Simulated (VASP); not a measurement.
# Co: single point with PBE

Co:

```
Co
1.0
     2.48736    0.00000    0.00000
    -1.24368    2.15412    0.00000
     0.00000    0.00000    4.06329
Co
2
Direct
  0.33333 0.66667 0.74014
  0.66667 0.33333 0.25986
```

```json
{
  "Program": "VASP 6.6.1",
  "Task": "single point",
  "Functional": "PBE",
  "Potentials or basis": "VASP PAW PBE potentials, release 64 (Co)",
  "Cutoff": "520 eV",
  "k mesh": "12 × 12 × 7",
  "Occupations": "fermi-dirac, width 0.05 eV",
  "Spin": "collinear spin, ferrimagnetic start",
  "Starting moments": "[0.68, -2.21] μB",
  "Dipole correction": "no",
  "Further INCAR settings": "ALGO = Fast; EDIFF = 1e-07; NBANDS = 20"
}
```

```json
{"Pressure": "-6.5 GPa", "Largest force": "0.602 eV/Å", "Band gap on the k mesh": "zero (filled and empty bands overlap)", "Net moment": "0.00 μB per cell", "Site moments": "Co +0.96, -0.96 μB", "Valence electrons inside the program's atomic spheres": "Co 8.27"}
```

Forces on the atoms (eV/Å):
```
Co   0.000  0.000  0.602
Co   0.000  0.000 -0.602
```

Stress tensor (GPa, compression positive):
```
-6.56  0.00  0.00
 0.00 -6.56  0.00
 0.00  0.00 -6.42
```

Levels at points of the mesh, in eV from the Fermi level:
Spin up:
```tsv
k point	band 7	band 8	band 9	band 10	band 11	band 12
(0.00, 0.00, 0.00)	-1.38	-1.05	-1.05	-0.19	0.24	0.24
(0.50, 0.00, 0.00)	-1.40	-0.24	0.36	0.86	1.81	3.81
```
Spin down:
| k point | band 5 | band 6 | band 7 | band 8 | band 9 | band 10 | band 11 | band 12 | band 13 | band 14 |
| --- | --- | --- | --- | --- | --- | --- | --- | --- | --- | --- |
| (0.00, 0.00, 0.00) | -1.91 | -1.38 | -1.38 | -1.05 | -1.05 | -0.19 | 0.24 | 0.24 | 6.61 | 21.95 |
| (0.50, 0.00, 0.00) | -2.09 | -1.77 | -1.40 | -0.24 | 0.36 | 0.86 | 1.81 | 3.81 | 9.62 | 10.62 |

It took 5.2 min on 1 thread of AMD EPYC 7571, with other jobs on the host, peak memory 0.15 GiB.
